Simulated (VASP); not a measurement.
Here is a VASP 6.6.1 calculation.

Contents of INCAR:

```
PREC     = Accurate       # precision mode
ENCUT    = 520            # plane-wave cutoff, eV
EDIFF    = 1E-6           # SCF threshold, eV
ISMEAR   = -1             # smearing method
SIGMA    = 0.05           # smearing width, eV
LREAL    = F              # projectors in reciprocal space
LASPH    = T              # aspherical terms in the spheres
NELM     = 80             # most SCF steps
ALGO     = Normal         # electronic algorithm
ISIF     = 2              # what is computed and relaxed
LWAVE    = F              # write WAVECAR
LCHARG   = T              # write CHGCAR
LELF     = T              # ELF
LVHAR    = T            
NBANDS   = 11             # bands
```

File KPOINTS:

```
Automatic mesh
0
Gamma
  11 11 11
```

The input POSCAR:

```
Si
1.0
   -2.3554565746      2.3554565746      1.3203438769
    2.3554565746     -2.3554565746      1.3203438769
    2.3554565746      2.3554565746     -1.3203438769
Si
2
Direct
    0.5000000000      0.5000000000      0.0000000000
    0.2500000000      0.7500000000      0.5000000000
```

Potentials or basis: VASP PAW LDA potentials, release 64 (Si).

Launch:

```bash
$ cat potpaw_LDA.64/Si/POTCAR > POTCAR
$ mpirun -np 1 vasp_std > vasp.out
```

(1) Estimate the band gap on the k mesh.

(2) What does it give for the pressure?

Answers

(1) zero (band 4 reaches 12.00 eV, above the bottom of band 5 at 5.92 eV).

(2) 1.6 GPa.
